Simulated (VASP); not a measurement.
# C (P6/mmm) in VASP: notebook, part 2 of 2

VASP 6.6.1. Earlier steps stand in the parts before.

### 4 Single point, PBE+D3(BJ)

This run uses another cell than the first one, of the same volume but with other edges.

INCAR reads:

```
SYSTEM = C
ALGO = Normal
EDIFF = 1E-6
ENCUT = 520
GGA = PE
ISIF = 2
ISMEAR = 0
IVDW = 12
LASPH = .True.
LCHARG = .False.
LREAL = .False.
LWAVE = .False.
NBANDS = 11
NELM = 100
PREC = Accurate
SIGMA = 0.15
```

KPOINTS reads:

```
k-points
0
Gamma
  30 30 18
  0 0 0
```

POSCAR reads:

```
C
1.0
    2.2583417699      0.0000000000      0.0000000000
   -1.1291708849      1.9557813431      0.0000000000
    0.0000000000      0.0000000000      4.2492985904
C
2
Direct
    0.3333333333      0.6666666667      0.0000000000
    0.6666666667      0.3333333333      0.0000000000
```

Potentials or basis: VASP PAW PBE potentials, release 64 (C).

Started as:

```
$ cat potpaw_PBE.64/C/POTCAR > POTCAR
$ mpirun -np 1 vasp_std > vasp.out
```

OUTCAR:

```text
SYSTEM = C
   EDIFF = 1E-6
   ENCUT = 520
   GGA = PE
   ISIF = 2
   ISMEAR = 0
   IVDW = 12
   LASPH = .True.
   LREAL = .False.
   NELM = 100
   PREC = Accurate
 IVDW          = 12

 ion  position               nearest neighbor table
   1  0.333  0.667  0.000-   2 1.30   2 1.30   2 1.30
   2  0.667  0.333  0.000-   1 1.30   1 1.30   1 1.30

  LATTYP: Found a hexagonal cell.
 ALAT       =     2.2583417699
 C/A-ratio  =     1.8816012027

  Lattice vectors:

 A1 = (   2.2583417699,   0.0000000000,   0.0000000000)
 A2 = (  -1.1291708849,   1.9557813431,   0.0000000000)
 A3 = (   0.0000000000,   0.0000000000,   4.2492985904)

Analysis of symmetry for initial positions (statically):
=====================================================================
 Subroutine PRICEL returns:
 Original cell was already a primitive cell.

 Routine SETGRP: Setting up the symmetry group for a
 hexagonal supercell.

 Subroutine GETGRP returns: Found 24 space group operations
 (whereof 24 operations were pure point group operations)
 out of a pool of 24 trial point group operations.

The static configuration has the point symmetry D_6h.

Analysis of symmetry for dynamics (positions and initial velocities):
=====================================================================
 Subroutine PRICEL returns:
 Original cell was already a primitive cell.

 Routine SETGRP: Setting up the symmetry group for a
 hexagonal supercell.

 Subroutine GETGRP returns: Found 24 space group operations
 (whereof 24 operations were pure point group operations)
 out of a pool of 24 trial point group operations.

The dynamic configuration has the point symmetry D_6h.

 Subroutine INISYM returns: Found 24 space group operations
 (whereof 24 operations are pure point group operations),
 and found     1 'primitive' translations

----------------------------------------------------------------------------------------

                                     Primitive cell

  volume of cell :      18.7684

  direct lattice vectors                    reciprocal lattice vectors
[... 116 lines left out ...]
   LEPSILON=     F    determine dielectric tensor
   LRPA    =     F    only Hartree local field effects (RPA)
 non-spin polarized calculation
 Gauss-broadening in eV      SIGMA  =   0.15
  energy-cutoff  :      520.00
  volume of cell :       18.77
 maximum number of plane-waves:       524
 NGX is ok and might be reduce to    18

 number of electron       7.9999998 magnetization

 Free energy of the ion-electron system (eV)
  ---------------------------------------------------
  ext. energy  EPLUGINS =         0.00000000
  ---------------------------------------------------
  free energy    TOTEN  =       -17.22348048 eV

  energy without entropy =      -17.22318799  energy(sigma->0) =      -17.22333424

 E-fermi :   4.3311     XC(G=0):  -9.1631

 val. band max:        4.3111912318   @ k =   0.3333   0.3333   0.2778
 cond. band min:       4.3494209773   @ k =   0.3333   0.3333   0.2222
 fundamental gap:      0.0382297455
 Fermi energy:         4.3311251142

 k-point     1 :       0.0000    0.0000    0.0000
  band No.  band energies     occupation
      1     -17.4155      2.00000
      2      -5.0266      2.00000
      3       1.4999      2.00000
      4       1.4999      2.00000
      5       6.4209      0.00000
      6      14.5308      0.00000
      7      14.5308      0.00000
      8      19.3532      0.00000
      9      20.4289      0.00000
     10      23.3680      0.00000
     11      27.2925      0.00000
[... 309 lines left out ...]
 k-point    24 :       0.2667    0.0333    0.0000
  band No.  band energies     occupation
      1     -15.2114      2.00000
      2      -4.5287      2.00000
      3      -2.2927      2.00000
      4      -1.5922      2.00000
      5       9.4044      0.00000
      6      12.3309      0.00000
      7      14.9267      0.00000
      8      21.9596      0.00000
      9      22.2007      0.00000
     10      23.7812      0.00000
     11      28.7931      0.00000

 [... further k-points ...]

------------------------ aborting loop because EDIFF is reached ----------------------------------------

 Edisp (eV)   -0.21855

 E8    (eV) :    -0.0611

  FORCE on cell =-STRESS in cart. coord.  units (eV):
  Direction    XX          YY          ZZ          XY          YZ          ZX
  --------------------------------------------------------------------------------------
  -------------------------------------------------------------------------------------
  Total      14.62243    14.62243    -0.21641     0.00000     0.00000    -0.00000
  in kB    1248.25409  1248.25409   -18.47360     0.00000     0.00000    -0.00000
  external pressure =      826.01 kB  Pullay stress =        0.00 kB

 VOLUME and BASIS-vectors are now :
 -----------------------------------------------------------------------------
  energy-cutoff  :      520.00
  volume of cell :       18.77
      direct lattice vectors                 reciprocal lattice vectors
     2.258341770  0.000000000  0.000000000     0.442802774  0.255652301  0.000000000
    -1.129170885  1.955781343  0.000000000     0.000000000  0.511304601  0.000000000
     0.000000000  0.000000000  4.249298590     0.000000000  0.000000000  0.235332956

 POSITION                                       TOTAL-FORCE (eV/Angst)
 -----------------------------------------------------------------------------------
     -0.00000      1.30385      0.00000        -0.000000     -0.000000      0.000000
      1.12917      0.65193      0.00000         0.000000      0.000000      0.000000
 -----------------------------------------------------------------------------------
    total drift:                                0.000000     -0.000000      0.000000

  FREE ENERGIE OF THE ION-ELECTRON SYSTEM (eV)
  ---------------------------------------------------
  free  energy   TOTEN  =       -17.4420323312 eV

  energy  without entropy=      -17.4417398340  energy(sigma->0) =      -17.44188608
```

stdout:

```text
POSCAR found type information on POSCAR C
 POSCAR found :  1 types and       2 ions
 scaLAPACK will be used
 LDA part: xc-table for (Slater+PW92), standard interpolation
 POSCAR, INCAR and KPOINTS ok, starting setup
 FFT: planning ... GRIDC
 FFT: planning ... GRID_SOFT
 FFT: planning ... GRID
 WAVECAR not read
 entering main loop
```

Wall time 51 s (1 thread of AMD EPYC 9R45 (Zen 5), shared host); peak memory 0.23 GiB.

What came out:

* Free energy: -17.4420 eV
* Pressure: 82.6 GPa
* Band gap on the k mesh: zero (bands 4 and 5 overlap by 0.22 eV)
* Dispersion energy per atom: -0.109 eV

Stress tensor (GPa, compression positive):
```
124.83   0.00   0.00
  0.00 124.83   0.00
  0.00   0.00  -1.85
```

Levels at points of the mesh, in eV from the Fermi level:
| k point | band 1 | band 2 | band 3 | band 4 | band 5 | band 6 | band 7 | band 8 | band 9 |
| --- | --- | --- | --- | --- | --- | --- | --- | --- | --- |
| (0.00, 0.00, 0.00) | -21.75 | -9.36 | -2.83 | -2.83 | 2.09 | 10.20 | 10.20 | 15.02 | 16.10 |
| (0.50, 0.00, 0.00) | -15.15 | -15.07 | -7.14 | -2.80 | 1.98 | 10.13 | 11.14 | 11.39 | 18.27 |
| (0.00, 0.00, 0.50) | -21.72 | -9.77 | -2.83 | -2.83 | 5.40 | 9.28 | 10.21 | 10.21 | 14.99 |
| (0.50, 0.00, 0.50) | -15.14 | -15.06 | -7.14 | -3.04 | 1.54 | 10.21 | 13.66 | 14.37 | 17.10 |

Caveat: the cell stands under pressure.

### 5 Overview

| cell | gap on the mesh (eV) | pressure (GPa) |
| --- | --- | --- |
| a = 2.425, b = 2.425, c = 3.685 Å, angles 90.0, 90.0, 120.0°, 2 atoms | none | 14.2 |
| a = 2.655, b = 2.655, c = 3.074 Å, angles 90.0, 90.0, 120.0°, 2 atoms | none | -46.3 |
| a = 2.258, b = 2.258, c = 4.249 Å, angles 90.0, 90.0, 120.0°, 2 atoms | none | 82.6 |

Alike in all rows: task single point; level PBE+D3(BJ); potentials or basis VASP PAW PBE potentials, release 64 (C); no spin polarisation; k mesh 30 × 30 × 18; cutoff (eV) 520; smearing gaussian 0.15 eV.

Caveats: the cell stands under pressure (at least some runs); the cell stands under tension (at least some runs).

Absolute energies hang on the potentials; compare differences alone.
